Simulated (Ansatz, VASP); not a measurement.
## Two plane-wave programs on SiC

The input POSCAR:

```
SiC
1.0
    3.0751950076      0.0000000000      0.0000000000
   -1.5375975038      2.6631969982      0.0000000000
    0.0000000000      0.0000000000      5.0481668526
Si C
2 2
Direct
    0.3333333333      0.6666666667      0.0046028828
    0.6666666667      0.3333333333      0.5046028828
    0.3696027429      0.6932177172      0.4200154590
    0.6666666667      0.3333333333      0.8803971172
```

File INCAR.step1:

```
  ALGO = Normal
  EDIFF = 1E-4
  ENCUT = 520
  GGA = PE
  ISMEAR = 0
  LASPH = True
  LCHARG = False
  LREAL = False
  LWAVE = True
  NBANDS = 16
  NELM = 100
  PREC = Accurate
  SIGMA = 0.05
```

Contents of INCAR.step2:

```
  ALGO = Normal
  EDIFF = 1E-6
  ENCUT = 520
  ISIF = 2
  ISMEAR = 0
  ISTART = 1
  LASPH = True
  LCHARG = False
  LMIXTAU = True
  LREAL = False
  LWAVE = False
  METAGGA = R2SCAN
  NBANDS = 16
  NELM = 100
  PREC = Accurate
  SIGMA = 0.05
```

The input KPOINTS:

```
k-points
0
Gamma
  12 12 6
```

Input for Ansatz:

```yaml
crystal:
  lattice:
    - [3.0751950076, 0.0, 0.0]
    - [-1.5375975038, 2.6631969982, 0.0]
    - [0.0, 0.0, 5.0481668526]
  atoms:
    - { symbol: Si, position: [0.3333333333, 0.6666666667, 0.0046028828] }
    - { symbol: Si, position: [0.6666666667, 0.3333333333, 0.5046028828] }
    - { symbol: C, position: [0.3696027429, 0.6932177172, 0.420015459] }
    - { symbol: C, position: [0.6666666667, 0.3333333333, 0.8803971172] }
basis:
  ecutwfc: 500
kpoints:
  mp_grid: { grid: [12, 12, 6] }
hamiltonian:
  xc: r2scan
scf:
  occupations: { method: gaussian, width: 0.05 }
output:
  forces: true
  stress: true
  eigenvalues: true
  write_density: true
  write_potential: true
  elf: true
  volumetric_format: npy
```

Alike in both runs: task single point; functional r2SCAN; k mesh 12 × 12 × 6; occupations gaussian, width 0.05 eV; no spin polarisation.

```csv
,VASP,Ansatz
version,VASP 6.6.1,Ansatz 0.2.0
potentials or method,"VASP PAW PBE potentials, release 64 (Si, C), cutoff 520 eV","scalar-relativistic, plane waves, PAW"
valence electrons in the cell,16,16
```

```tsv
	VASP	Ansatz	Ansatz less VASP
gap on the k mesh at the Fermi level (eV)	2.52	2.52	-0.007
least direct gap on the mesh (eV)	4.56	4.56	-0.006
pressure (GPa)	3.2	3.5	+0.22
traceless stress, the component that is largest in VASP (GPa)	6.70	6.76	+0.065
rms of the force components (eV/Å)	1.628	1.629	+0.0006
```

VASP's potentials were made for PBE, not for r2SCAN. Atom by atom the forces differ by 0.004 eV/Å (rms over components).
